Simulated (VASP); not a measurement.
# ZnS in VASP: notebook

Runs on ZnS. Level: PBEsol. Tasks: single point, relaxation of cell and atoms.

Program: VASP 6.6.1. These are calculated values, not measurements. Logs are shortened: lines on timing, memory, paths and dates and some standing lists are left out, and cuts for length are marked.

## (1) The cell of the first run

The typed cell holds 4 atoms: a = 3.782 Å, b = 3.773 Å, c = 6.209 Å, α = 89.89°, β = 89.71°, γ = 119.78°.

## (2) Single point, PBEsol (equal xy, yz and zx engineering shears of +0.5 %)

Contents of INCAR:

```
SYSTEM = ZnS
  ALGO = Normal
  EDIFF = 1E-6
  ENCUT = 520
  GGA = PS
  ISIF = 2
  ISMEAR = 0
  LASPH = .TRUE.
  LCHARG = .FALSE.
  LREAL = .FALSE.
  LWAVE = .FALSE.
  NBANDS = 26
  NELM = 80
  PREC = Accurate
  SIGMA = 0.01
```

Contents of KPOINTS:

```
k-points
0
G
  8 8 4
  0 0 0
```

Contents of POSCAR:

```
ZnS
1.0
    3.7815781029      0.0094539453      0.0094539453
   -1.8826016947      3.2702157309      0.0034603841
    0.0155224026      0.0155224026      6.2089610191
Zn S
2 2
Direct
    0.3326809754      0.6662030567      0.0054494115
    0.6660623395      0.3328770381      0.5054484370
    0.3328283536      0.6671356919      0.3795489550
    0.6684283315      0.3337842133      0.8795531965
```

Potentials or basis: VASP PAW PBE potentials, release 64 (Zn, S).

Command:

```sh
cat potpaw_PBE.64/Zn/POTCAR potpaw_PBE.64/S/POTCAR > POTCAR
mpirun -np 1 vasp_std > vasp.out
```

OUTCAR:

```text
SYSTEM = ZnS
   EDIFF = 1E-6
   ENCUT = 520
   GGA = PS
   ISIF = 2
   ISMEAR = 0
   LASPH = .TRUE.
   LREAL = .FALSE.
   NELM = 80
   PREC = Accurate

 ion  position               nearest neighbor table
   1  0.333  0.666  0.005-   4 2.32   4 2.32   4 2.32   3 2.32
   2  0.666  0.333  0.505-   3 2.32   3 2.32   3 2.32   4 2.32
   3  0.333  0.667  0.380-   2 2.32   2 2.32   2 2.32   1 2.32
   4  0.668  0.334  0.880-   1 2.32   1 2.32   1 2.32   2 2.32

  LATTYP: Found a triclinic cell.
 ALAT       =     3.7897904116
 B/A-ratio  =     0.9956738721
 C/A-ratio  =     1.6383491303
 COS(alpha) =     0.0018363769
 COS(beta)  =     0.0068238030
 COS(gamma) =     0.5000046992

  Lattice vectors:

 A1 = (   1.8989764082,   3.2796696762,   0.0129143294)
 A2 = (  -1.8826016947,   3.2702157309,   0.0034603841)
 A3 = (   0.0155224026,   0.0155224026,   6.2089610191)

Analysis of symmetry for initial positions (statically):
=====================================================================
 Subroutine PRICEL returns:
 Original cell was already a primitive cell.

 Routine SETGRP: Setting up the symmetry group for a
 triclinic supercell.

 Subroutine GETGRP returns: Found  1 space group operations
 (whereof  1 operations were pure point group operations)
 out of a pool of  2 trial point group operations.

The static configuration has the point symmetry C_1 .

Analysis of symmetry for dynamics (positions and initial velocities):
=====================================================================
 Subroutine PRICEL returns:
 Original cell was already a primitive cell.

 Routine SETGRP: Setting up the symmetry group for a
 triclinic supercell.

 Subroutine GETGRP returns: Found  1 space group operations
 (whereof  1 operations were pure point group operations)
 out of a pool of  2 trial point group operations.

The dynamic configuration has the point symmetry C_1 .

 Subroutine INISYM returns: Found  1 space group operations
 (whereof  1 operations are pure point group operations),
 and found     1 'primitive' translations

----------------------------------------------------------------------------------------

                                     Primitive cell

  volume of cell :      76.8931

  direct lattice vectors                    reciprocal lattice vectors
     3.781578103  0.009453945  0.009453945     0.264062423  0.152016871 -0.001040198
    -1.882601695  3.270215731  0.003460384    -0.000761478  0.305352661 -0.000761478
     0.015522403  0.015522403  6.208961019    -0.000401645 -0.000401645  0.161059550

  length of vectors
     3.781601738  3.773395294  6.208999825     0.304695215  0.305354560  0.161060552

  position of ions in fractional coordinates (direct lattice)
     0.332680975  0.666203057  0.005449412
     0.666062340  0.332877038  0.505448437
     0.332828354  0.667135692  0.379548955
     0.668428332  0.333784213  0.879553196

  ion indices of the primitive-cell ions
   primitive index   ion index
                 1           1
                 2           2
                 3           3
                 4           4

----------------------------------------------------------------------------------------

 KPOINTS: k-points

Automatic generation of k-mesh.
 Grid dimensions read from file:
 generate k-points for:    8    8    4

 Generating k-lattice:

  Cartesian coordinates                     Fractional coordinates (reciprocal lattice)
     0.033007803  0.019002109 -0.000130025     0.125000000 -0.000000000  0.000000000
    -0.000095185  0.038169083 -0.000095185     0.000000000  0.125000000  0.000000000
    -0.000100411 -0.000100411  0.040264888     0.000000000  0.000000000  0.250000000

  Length of vectors
     0.038086902  0.038169320  0.040265138

  Shift w.r.t. Gamma in fractional coordinates (k-lattice)
     0.000000000  0.000000000  0.000000000

 Subroutine IBZKPT returns following result:
 ===========================================

 Found    132 irreducible k-points:

 Following reciprocal coordinates:
            Coordinates               Weight
  0.000000  0.000000  0.000000      1.000000
  0.125000  0.000000  0.000000      2.000000
  0.250000  0.000000  0.000000      2.000000
  0.375000  0.000000  0.000000      2.000000
  0.500000  0.000000  0.000000      1.000000
  0.000000  0.125000  0.000000      2.000000
[... 16 lines left out ...]
  0.125000  0.375000  0.000000      2.000000
  0.250000  0.375000  0.000000      2.000000
 [... further k-points ...]
   k-points           NKPTS =    132   k-points in BZ     NKDIM =    132   number of bands    NBANDS=     26
   number of dos      NEDOS =    301   number of ions     NIONS =      4
   total plane-waves  NPLWV =  37632
   dimension x,y,z NGX =    28 NGY =   28 NGZ =   48
   dimension x,y,z NGXF=    56 NGYF=   56 NGZF=   96
   ions per type =               2   2
   NGX,Y,Z   is equivalent  to a cutoff of  12.31, 12.34, 12.85 a.u.
   NGXF,Y,Z  is equivalent  to a cutoff of  24.62, 24.67, 25.70 a.u.
 SYSTEM =  ZnS
   PREC   = accura    normal or accurate (medium, high low for compatibility)
   ISTART =      0    job   : 0-new  1-cont  2-samecut
   ICHARG =      2    charge: 1-file 2-atom 10-const
   ISPIN  =      1    spin polarized calculation?
   LNONCOLLINEAR =      F non collinear calculations
   LSORBIT =      F    spin-orbit coupling
   LASPH  =      T    aspherical Exc in radial PAW
   ENCUT  =  520.0 eV  38.22 Ry    6.18 a.u.   7.03  7.02 11.54*2*pi/ulx,y,z
   NELM   =     80;   NELMIN=  2; NELMDL= -5     # of ELM steps
   EDIFF  = 0.1E-05   stopping-criterion for ELM
   LREAL  =      F    real-space projection
   EDIFFG = 0.1E-04   stopping-criterion for IOM
   NSW    =      0    number of steps for IOM
   IBRION =     -1    ionic relax: 0-MD 1-quasi-New 2-CG
   NFREE  =      0    steps in history (QN), initial steepest desc. (CG)
   ISIF   =      2    stress and relaxation
   ISYM   =      2    0-nonsym 1-usesym 2-fastsym
   POTIM  = 0.5000    time-step for ionic-motion
   TEBEG  =    0.0;   TEEND  =   0.0 temperature during run
   PSTRESS=    0.0 pullay stress
   NELECT =      36.0000    total number of electrons
   NUPDOWN=      -1.0000    fix difference up-down
   EMIN   =  10.00;   EMAX   =-10.00  energy-range for DOS
   EFERMI =   0.00;   METHOD = LEGACY
   ISMEAR =     0;   SIGMA  =   0.01  broadening in eV -4-tet -1-fermi 0-gaus
   EFERMI_NEDOS =   21; number of points for ismear=-14 and -15
   IALGO  =     38    algorithm
   IMIX   =      4    mixing-type and parameters
     AMIX     =   0.40;   BMIX     =  1.00
     AMIX_MAG =   1.60;   BMIX_MAG =  1.00
  volume/ion in A,a.u.               =      19.22       129.73
  Fermi-wavevector in a.u.,A,eV,Ry     =   1.271198  2.402216 21.986251  1.615944
  Thomas-Fermi vector in A             =   2.404144
   LORBIT       =      0    0 simple, 1 ext, 2 COOP (PROOUT), +10 PAW based schemes
   GGA     = PS    functional components
   LHFCALC =     F    Hartree Fock is set to
   AEXX    =    0.0000 exact exchange contribution
   IVDW    =     0    specifies the selected vdW correction
   LEPSILON=     F    determine dielectric tensor
   LRPA    =     F    only Hartree local field effects (RPA)
 non-spin polarized calculation
 Gauss-broadening in eV      SIGMA  =   0.01
  energy-cutoff  :      520.00
  volume of cell :       76.89
 maximum number of plane-waves:      2083
   NGX = 15   NGY = 13   NGZ = 23

 number of electron      36.0000003 magnetization

 Free energy of the ion-electron system (eV)
  ---------------------------------------------------
  ext. energy  EPLUGINS =         0.00000000
  ---------------------------------------------------
  free energy    TOTEN  =       -15.16650175 eV

  energy without entropy =      -15.16650175  energy(sigma->0) =      -15.16650175

 E-fermi :   2.3374     XC(G=0):  -9.9645

 val. band max:        2.2908253559   @ k =   0.0000   0.0000   0.0000
 cond. band min:       4.4401519339   @ k =   0.0000   0.0000   0.0000
 fundamental gap:      2.1493265780
 Fermi energy:         2.3374000717

 k-point     1 :       0.0000    0.0000    0.0000
  band No.  band energies     occupation
      1     -11.0888      2.00000
      2     -10.0924      2.00000
      3      -4.2099      2.00000
      4      -4.1943      2.00000
      5      -4.1914      2.00000
      6      -4.1091      2.00000
[... 18 lines left out ...]
     25       9.9195      0.00000
     26      11.4780      0.00000

 k-point     2 :       0.1250    0.0000    0.0000
  band No.  band energies     occupation
      1     -10.9784      2.00000
      2     -10.0308      2.00000
      3      -4.2090      2.00000
      4      -4.1837      2.00000
      5      -4.1701      2.00000
      6      -4.0981      2.00000
[... 18 lines left out ...]
     25      10.4023      0.00000
     26      10.7788      0.00000

 k-point     3 :       0.2500    0.0000    0.0000
  band No.  band energies     occupation
      1     -10.6813      2.00000
      2      -9.8871      2.00000
      3      -4.2213      2.00000
      4      -4.1442      2.00000
      5      -4.1251      2.00000
      6      -4.0387      2.00000
[... 18 lines left out ...]
     25      10.7294      0.00000
     26      11.0533      0.00000

 k-point     4 :       0.3750    0.0000    0.0000
  band No.  band energies     occupation
      1     -10.3117      2.00000
      2      -9.7733      2.00000
      3      -4.2072      2.00000
      4      -4.0930      2.00000
      5      -4.0893      2.00000
      6      -3.9120      2.00000
[... 18 lines left out ...]
     25      11.0186      0.00000
     26      12.6119      0.00000

 k-point     5 :       0.5000    0.0000    0.0000
  band No.  band energies     occupation
      1     -10.1074      2.00000
      2      -9.7625      2.00000
      3      -4.1964      2.00000
      4      -4.0839      2.00000
      5      -3.9806      2.00000
      6      -3.9425      2.00000
[... 18 lines left out ...]
     25      11.2395      0.00000
     26      13.7145      0.00000

 k-point     6 :       0.0000    0.1250    0.0000
  band No.  band energies     occupation
      1     -10.9778      2.00000
      2     -10.0302      2.00000
      3      -4.2078      2.00000
      4      -4.1838      2.00000
      5      -4.1714      2.00000
      6      -4.0967      2.00000
[... 427 lines left out ...]
 k-point    21 :      -0.1250    0.2500    0.0000
  band No.  band energies     occupation
      1     -10.7711      2.00000
      2      -9.9250      2.00000
      3      -4.2050      2.00000
      4      -4.1522      2.00000
      5      -4.1472      2.00000
      6      -4.0720      2.00000
[... 18 lines left out ...]
     25      10.6049      0.00000
     26      10.9007      0.00000

 k-point    22 :       0.0000    0.3750    0.0000
  band No.  band energies     occupation
      1     -10.3084      2.00000
      2      -9.7697      2.00000
      3      -4.2067      2.00000
      4      -4.0951      2.00000
      5      -4.0890      2.00000
      6      -3.9128      2.00000
[... 18 lines left out ...]
     25      11.0315      0.00000
     26      12.6225      0.00000

 k-point    23 :       0.1250    0.3750    0.0000
  band No.  band energies     occupation
      1     -10.1152      2.00000
      2      -9.7529      2.00000
      3      -4.1795      2.00000
      4      -4.0834      2.00000
      5      -3.9863      2.00000
      6      -3.8926      2.00000
[... 18 lines left out ...]
     25      11.2591      0.00000
     26      12.5315      0.00000

 k-point    24 :       0.2500    0.3750    0.0000
  band No.  band energies     occupation
      1      -9.9342      2.00000
      2      -9.7841      2.00000
      3      -4.1796      2.00000
      4      -4.0179      2.00000
      5      -3.9374      2.00000
      6      -3.8493      2.00000
[... 18 lines left out ...]
     25      11.7334      0.00000
     26      12.1993      0.00000

 [... further k-points ...]

------------------------ aborting loop because EDIFF is reached ----------------------------------------

  FORCE on cell =-STRESS in cart. coord.  units (eV):
  Direction    XX          YY          ZZ          XY          YZ          ZX
  --------------------------------------------------------------------------------------
  -------------------------------------------------------------------------------------
  Total        0.1031955      0.1039476      0.0849804     -0.0807706     -0.0691464     -0.0691696
  in kB        2.1502249      2.1658963      1.7706876     -1.6829704     -1.4407623     -1.4412462
  external PRESSURE =       2.0289363 kB  Pullay stress =       0.0000000 kB

 VOLUME and BASIS-vectors are now :
 -----------------------------------------------------------------------------
  energy-cutoff  :      520.00
  volume of cell :       76.89
      direct lattice vectors                 reciprocal lattice vectors
     3.781578103  0.009453945  0.009453945     0.264062423  0.152016871 -0.001040198
    -1.882601695  3.270215731  0.003460384    -0.000761478  0.305352661 -0.000761478
     0.015522403  0.015522403  6.208961019    -0.000401645 -0.000401645  0.161059550

 POSITION                                       TOTAL-FORCE (eV/Angst)
 -----------------------------------------------------------------------------------
      0.00395      2.18186      0.03929        -0.000161     -0.000318      0.000465
      1.89994      1.10272      3.14576        -0.000378     -0.000247      0.000757
      0.00856      2.19072      2.36206        -0.000084      0.000263     -0.000147
      1.91298      1.11152      5.46859         0.000623      0.000301     -0.001076
 -----------------------------------------------------------------------------------
    total drift:                               -0.000173     -0.000182     -0.000539

  FREE ENERGIE OF THE ION-ELECTRON SYSTEM (eV)
  ---------------------------------------------------
  free  energy   TOTEN  =       -15.1665017521 eV

  energy  without entropy=      -15.1665017521  energy(sigma->0) =      -15.16650175
```

It took 4.5 min on 1 thread of Intel Xeon 8259CL, shared host; peak memory 0.34 GiB.

Results:

- Free energy: -15.1665 eV
- Pressure: 0.2 GPa
- Band gap on the k mesh: 2.15 eV

Caveat: the cell differs from its parent crystal (equal xy, yz and zx engineering shears of +0.5 %); the PAW data sets were made with another functional, which shifts forces and pressure a little.

(Continued in part 2 of 2.)
